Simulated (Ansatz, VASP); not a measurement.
Two plane-wave programs on SrO

Contents of POSCAR:

```
SrO
1.0
    0.0128490000      2.5698000000      2.5698000000
    2.5826490000      0.0000000000      2.5826490000
    2.5698000000      2.5698000000      0.0128490000
Sr O
1 1
Direct
    0.0000000000      0.0000000000      0.0000000000
    0.5000000000      0.5000000000      0.5000000000
```

INCAR.step1

```
PREC = Accurate
ENCUT = 520
ISMEAR = 0
SIGMA = 0.05
LREAL = False
LASPH = True
NELM = 60
NBANDS = 15
GGA = PE
ALGO = Normal
EDIFF = 1E-4
LWAVE = True
LCHARG = False
```

INCAR.step2

```
PREC = Accurate
ENCUT = 520
EDIFF = 1E-6
ISMEAR = 0
SIGMA = 0.05
LREAL = False
LASPH = True
NELM = 60
ALGO = Normal
ISIF = 2
LWAVE = False
LCHARG = True
METAGGA = R2SCAN
LMIXTAU = True
LELF = True
LVHAR = True
NBANDS = 15
ISTART = 1
```

Contents of KPOINTS:

```
regular mesh
0
Gamma
  8 8 8
```

Input for Ansatz:

```yaml
crystal:
  lattice:
    - [0.012849, 2.5698, 2.5698]
    - [2.582649, 0.0, 2.582649]
    - [2.5698, 2.5698, 0.012849]
  atoms:
    - { symbol: Sr, position: [0.0, 0.0, 0.0] }
    - { symbol: O, position: [0.5, 0.5, 0.5] }
basis:
  ecutwfc: 500
kpoints:
  mp_grid: { grid: [8, 8, 8] }
hamiltonian:
  xc: r2scan
scf:
  occupations: { method: gaussian, width: 0.05 }
output:
  forces: true
  stress: true
  eigenvalues: true
  write_density: true
  write_potential: true
  elf: true
  volumetric_format: npy
```

Change from the starting cell: strain +0.0100 x Voigt [0, 0, 0, 0, 1, 0], atoms carried along.

Alike in both runs: task single point; functional r2SCAN; k mesh 8 × 8 × 8; occupations gaussian, width 0.05 eV; no spin polarisation.

```csv
,VASP,Ansatz
version,VASP 6.6.1,Ansatz 0.2.0
potentials or method,"VASP PAW PBE potentials, release 64 (Sr_sv, O), cutoff 520 eV","scalar-relativistic, plane waves, PAW"
valence electrons in the cell,16,16
```

VASP gave:

| Quantity | Value |
| --- | --- |
| gap on the k mesh at the Fermi level (eV) | 3.73 |
| least direct gap on the mesh (eV) | 3.81 |
| pressure (GPa) | 1.7 |
| traceless stress, the component that is largest in VASP (GPa) | -0.55 |

Q: Which values does Ansatz return?

A: gap on the k mesh at the Fermi level (eV): 3.78; least direct gap on the mesh (eV): 3.85; pressure (GPa): 1.1; traceless stress, the component that is largest in VASP (GPa): -0.55.

VASP's potentials were made for PBE, not for r2SCAN.
